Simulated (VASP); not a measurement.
**SiTe: relaxation of cell and atoms with HF**

The system is SiTe.

```
CELL_PARAMETERS angstrom
3.71434 0.00000 0.00000
-1.85717 3.21671 0.00000
0.00000 0.00000 4.97637
ATOMIC_POSITIONS crystal
Si 0.00000 0.00000 0.50000
Te 0.00000 0.00000 0.00000
```

```json
{"Program": "VASP 6.6.1", "Task": "relaxation of cell and atoms", "Functional": "HF", "Potentials or basis": "VASP PAW PBE potentials, release 64 (Si, Te)", "Cutoff": "500 eV", "k mesh": "4 × 4 × 3", "Occupations": "fermi-dirac, width 0.05 eV", "Spin": "no spin polarisation", "Dipole correction": "no", "Grid for exact exchange (PRECFOCK)": "Normal", "Further INCAR settings": "ALGO = Normal; EDIFF = 1e-07; IBRION = 2; EDIFFG = -0.01; NSW = 60; ISIF = 3", "Share of exact exchange": "1"}
```

```yaml
Relaxed_volume: 24.68 Å³/atom
Relaxed_cell: a = 3.131 Å, b = 3.131 Å, c = 5.814 Å, α = 90.00°, β = 90.00°, γ = 120.00°
Space_group_after_relaxing_to_0.1_Å: P6/mmm (No. 191)
Energy_gained_by_relaxing: 664.2 meV/atom
Ionic_steps: 10
Pressure_after_relaxing: 0.0 GPa
Band_gap_on_the_k_mesh: zero (bands 5 and 6 overlap by 10.71 eV)
```

The path:
```csv
step,energy change (eV),largest force (eV/Å),pressure (GPa),volume (Å³)
1,0.0000,0.0000,5.89,59.46
2,-0.5528,0.0000,-9.55,67.62
3,-0.5944,0.0000,-7.54,64.63
4,-0.6306,0.0000,-8.64,65.80
5,-1.2276,0.0000,-3.64,53.80
6,-1.2274,0.0000,-3.88,53.99
7,-1.3245,0.0000,-0.71,49.78
8,-1.3250,0.0000,-0.96,50.01
9,-1.3267,0.0000,0.70,48.90
10,-1.3285,0.0000,-0.01,49.35
```

Final structure:
```
Si Te
1.0
     3.13081    0.00000    0.00000
    -1.56541    2.71136    0.00000
     0.00000    0.00000    5.81369
Si Te
1 1
Direct
  0.00000 0.00000 0.50000
  0.00000 0.00000 0.00000
```

Levels at points of the mesh, in eV from the Fermi level:
```tsv
k point	band 1	band 2	band 3	band 4	band 5	band 6	band 7	band 8	band 9
(0.00, 0.00, 0.00)	-22.50	-15.95	-11.85	7.15	7.15	7.51	8.87	11.38	11.38
(0.50, 0.00, 0.00)	-17.64	-12.49	-10.22	-8.06	-6.45	2.71	4.85	7.48	7.75
```

It took 31 min on 1 thread of AMD EPYC 7R13 Processor (Zen 3), with other jobs on the host, peak memory 0.16 GiB.

Caveat: the k points lie up to 0.58 Å⁻¹ apart in the final cell, too coarse for converged energies and pressures of a metal; the volume moved by over 15 % at a fixed basis, so the end points are rough; the PAW data sets were made with another functional, which shifts forces and pressure a little; spin-orbit coupling is left out, which moves the levels of the heavy elements.
